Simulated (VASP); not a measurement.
Input of a VASP 6.6.1 run:

Contents of INCAR:

```
ALGO     = Normal         # electronic algorithm
EDIFF    = 1E-7           # SCF threshold, eV
EDIFFG   = -0.01          # ionic threshold
ENCUT    = 600            # plane-wave cutoff, eV
GGA      = CA             # functional
GGA_COMPAT= False        
IBRION   = 2              # ionic algorithm
ISIF     = 3              # what is computed and relaxed
ISMEAR   = -1             # smearing method
LASPH    = True           # aspherical terms in the spheres
LCHARG   = False          # write CHGCAR
LREAL    = False          # projectors in reciprocal space
LWAVE    = False          # write WAVECAR
NELM     = 120            # most SCF steps
NELMIN   = 4            
NSW      = 80             # ionic steps
PREC     = Accurate       # precision mode
SIGMA    = 0.05           # smearing width, eV
```

File KPOINTS:

```
k-points
0
Gamma
  5 5 5
```

File POSCAR:

```
SrC2
1.0
    2.5173260000      1.4533790000      2.3066620000
   -2.5173260000      1.4533790000      2.3066620000
    0.0000000000     -2.9067570000      2.3066620000
Sr C
1 2
Direct
    0.0000000000      0.0000000000      0.0000000000
    0.5915580000      0.5915580000      0.5915580000
    0.4084420000      0.4084420000      0.4084420000
```

Potentials or basis: VASP PAW LDA potentials, release 64 (Sr_sv, C).

Command:

```sh
$ cat potpaw_LDA.64/Sr_sv/POTCAR potpaw_LDA.64/C/POTCAR > POTCAR
$ mpirun -np 1 vasp_std > vasp.out
```

Question: Estimate the band gap on the k mesh.

Answer: 1.39 eV (least direct gap 2.22 eV).

Question: Estimate the relaxed cell.

Answer: a = 3.602 Å, b = 3.602 Å, c = 3.602 Å, α = 84.10°, β = 84.10°, γ = 84.10°.

Final structure:
```cif
data_structure
_symmetry_space_group_name_H-M 'P 1'
_symmetry_Int_Tables_number 1
_cell_length_a 3.6018
_cell_length_b 3.6018
_cell_length_c 3.6018
_cell_angle_alpha 84.099
_cell_angle_beta 84.099
_cell_angle_gamma 84.099
_cell_volume 46.03
loop_
_atom_site_label
_atom_site_type_symbol
_atom_site_fract_x
_atom_site_fract_y
_atom_site_fract_z
_atom_site_occupancy
Sr1 Sr 0.00000 0.00000 0.00000 1
C1 C 0.59178 0.59178 0.59178 1
C2 C 0.40822 0.40822 0.40822 1
```

A k mesh can miss the band edges.
